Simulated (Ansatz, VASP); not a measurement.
Be in VASP and in Ansatz

POSCAR

```
Be
1.0
    0.0000000000      2.4984416569      2.4984416569
    2.4984416569      0.0000000000      2.4984416569
    2.4984416569      2.4984416569      0.0000000000
Be
2
Direct
    0.1250000000      0.1250000000      0.1250000000
    0.8750000000      0.8750000000      0.8750000000
```

The input INCAR.step1:

```
  PREC = Accurate
  ENCUT = 520
  ISMEAR = -1
  SIGMA = 0.1
  LREAL = False
  LASPH = True
  NELM = 80
  NBANDS = 9
  GGA = PE
  ALGO = Normal
  EDIFF = 1E-4
  LWAVE = True
  LCHARG = False
```

INCAR.step2

```
  PREC = Accurate
  ENCUT = 520
  EDIFF = 1E-6
  ISMEAR = -1
  SIGMA = 0.1
  LREAL = False
  LASPH = True
  NELM = 80
  ALGO = Normal
  ISIF = 2
  LWAVE = False
  LCHARG = False
  METAGGA = R2SCAN
  LMIXTAU = True
  NBANDS = 9
  ISTART = 1
```

File KPOINTS:

```
Automatic mesh
0
Gamma
  12 12 12
```

Input for Ansatz:

```yaml
crystal:
  lattice:
    - [0.0, 2.4984416569, 2.4984416569]
    - [2.4984416569, 0.0, 2.4984416569]
    - [2.4984416569, 2.4984416569, 0.0]
  atoms:
    - { symbol: Be, position: [0.125, 0.125, 0.125] }
    - { symbol: Be, position: [0.875, 0.875, 0.875] }
hamiltonian:
  xc: r2scan
  pseudopotentials:
    kind: paw
    azcp:
      Be: "pseudopotentials/Be.paw.azcp"
basis:
  ecutwfc: 500
  fft_grid_basis: typed
kpoints:
  mp_grid: { grid: [12, 12, 12], shift: [0, 0, 0] }
magnetization:
  spin_polarized: false
scf:
  occupations: { method: fermi_dirac, width: 0.1 }
  lower_state_search: "off"
output:
  stress: true
```

Alike in both runs: task single point; functional r2SCAN; k mesh 12 × 12 × 12; occupations fermi-dirac, width 0.1 eV; no spin polarisation.

```csv
,VASP,Ansatz
version,VASP 6.6.1,Ansatz 0.2.0
potentials or method,"VASP PAW PBE potentials, release 64 (Be), cutoff 520 eV","plane waves (500 eV) with PAW, scalar-relativistic"
valence electrons in the cell,4,4
```

```tsv
	VASP	Ansatz	Ansatz less VASP
pressure (GPa)	-1.5	-1.6	-0.03
```

VASP's potentials were made for PBE, not for r2SCAN.
